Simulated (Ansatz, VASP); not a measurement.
BN in VASP and in Ansatz

Contents of INCAR:

```
SYSTEM = BN
  ALGO = Normal
  EDIFF = 1E-7
  EDIFFG = -0.002
  ENCUT = 600
  GGA_COMPAT = .FALSE.
  IBRION = 2
  ISIF = 3
  ISMEAR = 0
  LASPH = .TRUE.
  LCHARG = .FALSE.
  LREAL = .FALSE.
  LWAVE = .FALSE.
  NELM = 120
  NELMIN = 4
  NSW = 100
  PREC = Accurate
  SIGMA = 0.02
```

File KPOINTS:

```
k-points
0
G
  12 12 12
  0 0 0
```

File POSCAR:

```
BN
1.0
    0.0000000000      1.7899407110      1.7899407110
    1.7899407110      0.0000000000      1.7899407110
    1.7899407110      1.7899407110      0.0000000000
B N
1 1
Direct
    0.0000000000      0.0000000000      0.0000000000
    0.2500000000      0.2500000000      0.2500000000
```

Input for Ansatz:

```yaml
crystal:
  lattice:
    - [0.0, 1.789940711, 1.789940711]
    - [1.789940711, 0.0, 1.789940711]
    - [1.789940711, 1.789940711, 0.0]
  atoms:
    - { symbol: B, position: [0.0, 0.0, 0.0] }
    - { symbol: "N", position: [0.25, 0.25, 0.25] }
basis:
  ecutwfc: 420
kpoints:
  mp_grid: { grid: [12, 12, 12] }
hamiltonian:
  xc: lda
  pseudopotentials: { kind: paw, azcp: { folder: soft_1 } }
scf:
  occupations: { method: gaussian, width: 0.02 }
output:
  forces: true
  stress: true
  eigenvalues: true
  write_density: true
  write_potential: true
  elf: true
  volumetric_format: npy
relax:
  adjacent_minimum: "off"
  f_tol: 0.002
  max_steps: 80
  cell: { stress_tol: 0.02 }
```

Alike in both runs: task relaxation of cell and atoms; functional LDA; k mesh 12 × 12 × 12; occupations gaussian, width 0.02 eV; no spin polarisation.

|  | VASP | Ansatz |
| --- | --- | --- |
| version | VASP 6.6.1 | Ansatz 0.2.0 |
| potentials or method | VASP PAW LDA potentials, release 64 (B, N), cutoff 600 eV | scalar-relativistic, plane waves, PAW |
| valence electrons in the cell | 8 | 8 |

|  | VASP | Ansatz | Ansatz less VASP |
| --- | --- | --- | --- |
| gap on the k mesh at the Fermi level, each at its own relaxed structure (eV) | 4.38 | 4.39 | +0.014 |
| relaxed volume (Å³/atom) | 5.75 | 5.73 | -0.014 |
| relaxed cell length with the largest relative difference (Å) | 2.533 | 2.531 | -0.0020 |

Ansatz warns that its potentials were made for another functional, while VASP's fit it. LDA's correlation is that of Perdew and Zunger in VASP and of Perdew and Wang (1992) in Ansatz.
